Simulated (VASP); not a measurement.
# AlNi (Pm-3m) in VASP: single point with LDA

Aim: the single point of AlNi with LDA.

Program: VASP 6.6.1. These are calculated values, not measurements. Logs are shortened: lines on timing, memory, paths and dates and some standing lists are left out, and cuts for length are marked.

## 1. The cell of the first run

Symmetry: Pm-3m, No. 221, cubic system. The conventional cell has a = 2.893 Å, b = 2.893 Å, c = 2.893 Å, α = 90.00°, β = 90.00°, γ = 90.00°. Al (site symmetry m-3m) has 8 Ni at 2.51 Å and 6 Al at 2.89 Å within 3.3 Å. Ni (site symmetry m-3m) has 8 Al at 2.51 Å and 6 Ni at 2.89 Å within 3.3 Å.

## 2. Single point, LDA

File POSCAR:

```
AlNi
1.0
    2.8930835320      0.0000000000      0.0000000000
    0.0000000000      2.8930835320      0.0000000000
    0.0000000000      0.0000000000      2.8930835320
Al Ni
1 1
Direct
    0.0000000000      0.0000000000      0.0000000000
    0.5000000000      0.5000000000      0.5000000000
```

File INCAR.step1:

```
PREC     = Accurate       # precision mode
ENCUT    = 520            # plane-wave cutoff, eV
EDIFF    = 1E-6           # SCF threshold, eV
ISMEAR   = 0              # smearing method
SIGMA    = 0.1            # smearing width, eV
LREAL    = False          # projectors in reciprocal space
LASPH    = True           # aspherical terms in the spheres
NELM     = 60             # most SCF steps
ALGO     = Normal         # electronic algorithm
ISIF     = 2              # what is computed and relaxed
LWAVE    = False          # write WAVECAR
LCHARG   = True           # write CHGCAR
LMAXMIX  = 4              # l up to which the mixer works
NBANDS   = 14             # bands
```

File KPOINTS.step1:

```
Automatic mesh
0
Gamma
  14 14 14
```

File INCAR.step2:

```
PREC     = Accurate       # precision mode
ENCUT    = 520            # plane-wave cutoff, eV
EDIFF    = 1E-6           # SCF threshold, eV
ISMEAR   = -5             # smearing method
SIGMA    = 0.1            # smearing width, eV
LREAL    = False          # projectors in reciprocal space
LASPH    = True           # aspherical terms in the spheres
NELM     = 60             # most SCF steps
ALGO     = Normal         # electronic algorithm
ISIF     = 2              # what is computed and relaxed
LWAVE    = False          # write WAVECAR
LCHARG   = False          # write CHGCAR
LMAXMIX  = 4              # l up to which the mixer works
LORBIT   = 11             # projections on sites
NEDOS    = 2001           # points of the DOS
ICHARG   = 11             # starting density
```

File KPOINTS.step2:

```
Automatic mesh
0
Gamma
  21 21 21
```

Potentials or basis: VASP PAW LDA potentials, release 64 (Al, Ni).

Launch:

```
$ cat potpaw_LDA.64/Al/POTCAR potpaw_LDA.64/Ni/POTCAR > POTCAR
$ cp INCAR.step1 INCAR
$ cp KPOINTS.step1 KPOINTS
$ mpirun -np 1 vasp_std > vasp.out
$ cp INCAR.step2 INCAR
$ cp KPOINTS.step2 KPOINTS
$ mpirun -np 1 vasp_std > vasp.out
```

OUTCAR:

```text
PREC = Accurate
   ENCUT = 520
   EDIFF = 1E-6
   ISMEAR = -5
   LREAL = False
   LASPH = True
   NELM = 60
   ISIF = 2
   LORBIT = 11
   ICHARG = 11

 ion  position               nearest neighbor table
   1  0.000  0.000  0.000-   2 2.51   2 2.51   2 2.51   2 2.51   2 2.51   2 2.51   2 2.51   2 2.51

   2  0.500  0.500  0.500-   1 2.51   1 2.51   1 2.51   1 2.51   1 2.51   1 2.51   1 2.51   1 2.51

  LATTYP: Found a simple cubic cell.
 ALAT       =     2.8930835320

  Lattice vectors:

 A1 = (   2.8930835320,   0.0000000000,   0.0000000000)
 A2 = (   0.0000000000,   2.8930835320,   0.0000000000)
 A3 = (   0.0000000000,   0.0000000000,   2.8930835320)

Analysis of symmetry for initial positions (statically):
=====================================================================
 Subroutine PRICEL returns:
 Original cell was already a primitive cell.

 Routine SETGRP: Setting up the symmetry group for a
 simple cubic supercell.

 Subroutine GETGRP returns: Found 48 space group operations
 (whereof 48 operations were pure point group operations)
 out of a pool of 48 trial point group operations.

The static configuration has the point symmetry O_h .

Analysis of symmetry for dynamics (positions and initial velocities):
=====================================================================
 Subroutine PRICEL returns:
 Original cell was already a primitive cell.

 Routine SETGRP: Setting up the symmetry group for a
 simple cubic supercell.

 Subroutine GETGRP returns: Found 48 space group operations
 (whereof 48 operations were pure point group operations)
 out of a pool of 48 trial point group operations.

The dynamic configuration has the point symmetry O_h .

 Subroutine INISYM returns: Found 48 space group operations
 (whereof 48 operations are pure point group operations),
 and found     1 'primitive' translations

----------------------------------------------------------------------------------------

                                     Primitive cell

  volume of cell :      24.2149

  direct lattice vectors                    reciprocal lattice vectors
     2.893083532  0.000000000  0.000000000     0.345651962  0.000000000  0.000000000
     0.000000000  2.893083532  0.000000000     0.000000000  0.345651962  0.000000000
     0.000000000  0.000000000  2.893083532     0.000000000  0.000000000  0.345651962

  length of vectors
     2.893083532  2.893083532  2.893083532     0.345651962  0.345651962  0.345651962

  position of ions in fractional coordinates (direct lattice)
     0.000000000  0.000000000  0.000000000
     0.500000000  0.500000000  0.500000000

  ion indices of the primitive-cell ions
   primitive index   ion index
                 1           1
                 2           2

----------------------------------------------------------------------------------------

 KPOINTS: Automatic mesh

Automatic generation of k-mesh.
 Grid dimensions read from file:
 generate k-points for:   21   21   21

 Generating k-lattice:

  Cartesian coordinates                     Fractional coordinates (reciprocal lattice)
     0.016459617  0.000000000  0.000000000     0.047619048  0.000000000  0.000000000
     0.000000000  0.016459617  0.000000000     0.000000000  0.047619048  0.000000000
     0.000000000  0.000000000  0.016459617     0.000000000  0.000000000  0.047619048

  Length of vectors
     0.016459617  0.016459617  0.016459617

  Shift w.r.t. Gamma in fractional coordinates (k-lattice)
     0.000000000  0.000000000  0.000000000

 TETIRR: Found   4601 inequivalent tetrahedra from    55566

 Subroutine IBZKPT returns following result:
 ===========================================

 Found    286 irreducible k-points:

 Following reciprocal coordinates:
            Coordinates               Weight
  0.000000  0.000000  0.000000      1.000000
  0.047619  0.000000  0.000000      6.000000
  0.095238  0.000000  0.000000      6.000000
  0.142857  0.000000  0.000000      6.000000
  0.190476  0.000000  0.000000      6.000000
  0.238095  0.000000  0.000000      6.000000
[... 16 lines left out ...]
  0.142857  0.095238  0.000000     24.000000
  0.190476  0.095238  0.000000     24.000000
 [... further k-points ...]
   k-points           NKPTS =    286   k-points in BZ     NKDIM =    286   number of bands    NBANDS=     10
   number of dos      NEDOS =   2001   number of ions     NIONS =      2
   total plane-waves  NPLWV =  13824
   dimension x,y,z NGX =    24 NGY =   24 NGZ =   24
   dimension x,y,z NGXF=    48 NGYF=   48 NGZF=   48
   ions per type =               1   1
   NGX,Y,Z   is equivalent  to a cutoff of  13.79, 13.79, 13.79 a.u.
   NGXF,Y,Z  is equivalent  to a cutoff of  27.58, 27.58, 27.58 a.u.
 SYSTEM =  unknown system
   PREC   = accura    normal or accurate (medium, high low for compatibility)
   ISTART =      0    job   : 0-new  1-cont  2-samecut
   ICHARG =     11    charge: 1-file 2-atom 10-const
   ISPIN  =      1    spin polarized calculation?
   LNONCOLLINEAR =      F non collinear calculations
   LSORBIT =      F    spin-orbit coupling
   LASPH  =      T    aspherical Exc in radial PAW
   ENCUT  =  520.0 eV  38.22 Ry    6.18 a.u.   5.38  5.38  5.38*2*pi/ulx,y,z
   NELM   =     60;   NELMIN=  2; NELMDL=  0     # of ELM steps
   EDIFF  = 0.1E-05   stopping-criterion for ELM
   LREAL  =      F    real-space projection
[... 7 lines left out ...]
   TEBEG  =    0.0;   TEEND  =   0.0 temperature during run
   PSTRESS=    0.0 pullay stress
   NELECT =      13.0000    total number of electrons
   NUPDOWN=      -1.0000    fix difference up-down
   EMIN   =  10.00;   EMAX   =-10.00  energy-range for DOS
   EFERMI =   0.00;   METHOD = LEGACY
   ISMEAR =    -5;   SIGMA  =   0.10  broadening in eV -4-tet -1-fermi 0-gaus
   EFERMI_NEDOS =   21; number of points for ismear=-14 and -15
   IALGO  =     38    algorithm
   IMIX   =      4    mixing-type and parameters
     AMIX     =   0.40;   BMIX     =  1.00
     AMIX_MAG =   1.60;   BMIX_MAG =  1.00
  volume/ion in A,a.u.               =      12.11        81.71
  Fermi-wavevector in a.u.,A,eV,Ry     =   1.330541  2.514358 24.086934  1.770340
  Thomas-Fermi vector in A             =   2.459620
   LORBIT       =     11    0 simple, 1 ext, 2 COOP (PROOUT), +10 PAW based schemes
   GGA     = CA    functional components
   LHFCALC =     F    Hartree Fock is set to
   AEXX    =    0.0000 exact exchange contribution
   IVDW    =     0    specifies the selected vdW correction
   LEPSILON=     F    determine dielectric tensor
   LRPA    =     F    only Hartree local field effects (RPA)
 non-spin polarized calculation
 Fermi weights with tetrahedron method with Bloechl corrections
  energy-cutoff  :      520.00
  volume of cell :       24.21
 maximum number of plane-waves:       669
 NGX is ok and might be reduce to    24

 number of electron      13.0000013 magnetization

 Free energy of the ion-electron system (eV)
  ---------------------------------------------------
  ext. energy  EPLUGINS =         0.00000000
  ---------------------------------------------------
  free energy    TOTEN  =       -12.14861996 eV

  energy without entropy =      -12.14861996  energy(sigma->0) =      -12.14861996

 E-fermi :   9.5917     XC(G=0): -12.2395

 val. band max:        9.6031714284   @ k =   0.4286   0.4286   0.2381
 cond. band min:       9.5780481415   @ k =   0.4762   0.3333   0.3333
 fundamental gap:     -0.0251232868
 Fermi energy:         9.5917476094

 k-point     1 :       0.0000    0.0000    0.0000
  band No.  band energies     occupation
      1      -1.4072      2.00000
      2       6.4018      2.00000
      3       6.4018      2.00000
      4       8.0470      2.00000
      5       8.0470      2.00000
      6       8.0470      2.00000
      7      15.0009      0.00000
      8      15.0009      0.00000
      9      15.0009      0.00000
     10      17.7695      0.00000

 k-point     2 :       0.0476    0.0000    0.0000
  band No.  band energies     occupation
      1      -1.3659      2.00000
      2       6.3996      2.00000
      3       6.4114      2.00000
      4       8.0288      2.00000
      5       8.0288      2.00000
      6       8.0489      2.00000
      7      14.5184      0.00000
      8      15.0557      0.00000
      9      15.0557      0.00000
     10      17.7726      0.00000

 k-point     3 :       0.0952    0.0000    0.0000
  band No.  band energies     occupation
      1      -1.2419      2.00000
      2       6.3885      2.00000
      3       6.4394      2.00000
      4       7.9769      2.00000
      5       7.9769      2.00000
      6       8.0545      2.00000
      7      13.5432      0.00000
      8      15.2179      0.00000
      9      15.2179      0.00000
     10      17.7809      0.00000

 k-point     4 :       0.1429    0.0000    0.0000
  band No.  band energies     occupation
      1      -1.0363      2.00000
      2       6.3540      2.00000
      3       6.4836      2.00000
      4       7.8981      2.00000
      5       7.8981      2.00000
      6       8.0633      2.00000
      7      12.4809      0.00000
      8      15.4809      0.00000
      9      15.4809      0.00000
     10      17.7947      0.00000

 k-point     5 :       0.1905    0.0000    0.0000
  band No.  band energies     occupation
      1      -0.7503      2.00000
      2       6.2690      2.00000
      3       6.5408      2.00000
      4       7.8020      2.00000
      5       7.8020      2.00000
      6       8.0746      2.00000
      7      11.4700      0.00000
      8      15.8359      0.00000
      9      15.8359      0.00000
     10      17.8135      0.00000

 k-point     6 :       0.2381    0.0000    0.0000
  band No.  band energies     occupation
      1      -0.3859      2.00000
      2       6.0914      2.00000
      3       6.6063      2.00000
      4       7.6988      2.00000
      5       7.6988      2.00000
      6       8.0873      2.00000
      7      10.5874      0.00000
      8      16.2733      0.00000
      9      16.2733      0.00000
     10      17.8365      0.00000
[... 183 lines left out ...]
 k-point    21 :       0.4762    0.0476    0.0000
  band No.  band energies     occupation
      1       2.5040      2.00000
      2       3.2461      2.00000
      3       6.8654      2.00000
      4       7.3482      2.00000
      5       7.3613      2.00000
      6       8.1189      2.00000
      7       8.9353      2.00000
      8      17.6495      0.00000
      9      19.0364      0.00000
     10      19.3979      0.00000

 k-point    22 :       0.0952    0.0952    0.0000
  band No.  band energies     occupation
      1      -1.0775      2.00000
      2       6.4110      2.00000
      3       6.4479      2.00000
      4       7.8990      2.00000
      5       7.9688      2.00000
      6       8.0024      2.00000
      7      13.4992      0.00000
      8      13.9857      0.00000
      9      15.4322      0.00000
     10      18.4212      0.00000

 k-point    23 :       0.1429    0.0952    0.0000
  band No.  band energies     occupation
      1      -0.8729      2.00000
      2       6.3932      2.00000
      3       6.4838      2.00000
      4       7.8128      2.00000
      5       7.9024      2.00000
      6       8.0012      2.00000
      7      12.6068      0.00000
      8      14.0371      0.00000
      9      15.6922      0.00000
     10      18.5647      0.00000

 k-point    24 :       0.1905    0.0952    0.0000
  band No.  band energies     occupation
      1      -0.5885      2.00000
      2       6.3191      2.00000
      3       6.5408      2.00000
      4       7.7111      2.00000
      5       7.8095      2.00000
      6       8.0119      2.00000
      7      11.6084      0.00000
      8      14.3183      0.00000
      9      16.0434      0.00000
     10      18.6501      0.00000

 [... further k-points ...]

------------------------ aborting loop because EDIFF is reached ----------------------------------------

  FORCE on cell =-STRESS in cart. coord.  units (eV):
  Direction    XX          YY          ZZ          XY          YZ          ZX
  --------------------------------------------------------------------------------------
  -------------------------------------------------------------------------------------
  Total       -1.4550907     -1.4550907     -1.4550907      0.0000000      0.0000000     -0.0000000
  in kB      -96.2759281    -96.2759281    -96.2759281      0.0000000      0.0000000     -0.0000000
  external PRESSURE =     -96.2759281 kB  Pullay stress =       0.0000000 kB

 VOLUME and BASIS-vectors are now :
 -----------------------------------------------------------------------------
  energy-cutoff  :      520.00
  volume of cell :       24.21
      direct lattice vectors                 reciprocal lattice vectors
     2.893083532  0.000000000  0.000000000     0.345651962  0.000000000  0.000000000
     0.000000000  2.893083532  0.000000000     0.000000000  0.345651962  0.000000000
     0.000000000  0.000000000  2.893083532     0.000000000  0.000000000  0.345651962

 POSITION                                       TOTAL-FORCE (eV/Angst)
 -----------------------------------------------------------------------------------
      0.00000      0.00000      0.00000         0.000000      0.000000      0.000000
      1.44654      1.44654      1.44654         0.000000      0.000000      0.000000
 -----------------------------------------------------------------------------------
    total drift:                               -0.000000     -0.000000     -0.000000

  FREE ENERGIE OF THE ION-ELECTRON SYSTEM (eV)
  ---------------------------------------------------
  free  energy   TOTEN  =       -12.1486199568 eV

  energy  without entropy=      -12.1486199568  energy(sigma->0) =      -12.14861996

 total charge

# of ion       s       p       d       tot
------------------------------------------
    1        0.388   0.412   0.000   0.800
    2        0.476   0.505   8.490   9.471
--------------------------------------------------
tot          0.865   0.917   8.490  10.272
```

It took 32 s on 1 thread of Intel Xeon Platinum 8488C (Sapphire Rapids), shared host; peak memory 0.2 GiB.

What came out:

```yaml
Valence_electrons_inside_the_program's_atomic_spheres: Al 0.80; Ni 9.47
```

Levels at points of the mesh, in eV from the Fermi level:
```
           k point  band 2  band 3  band 4  band 5  band 6  band 7  band 8  band 9  band 10
(0.00, 0.00, 0.00)   -3.19   -3.19   -1.54   -1.54   -1.54    5.41    5.41    5.41     8.18
```

Caveat: tetrahedron occupations give inexact forces and stress in metals.
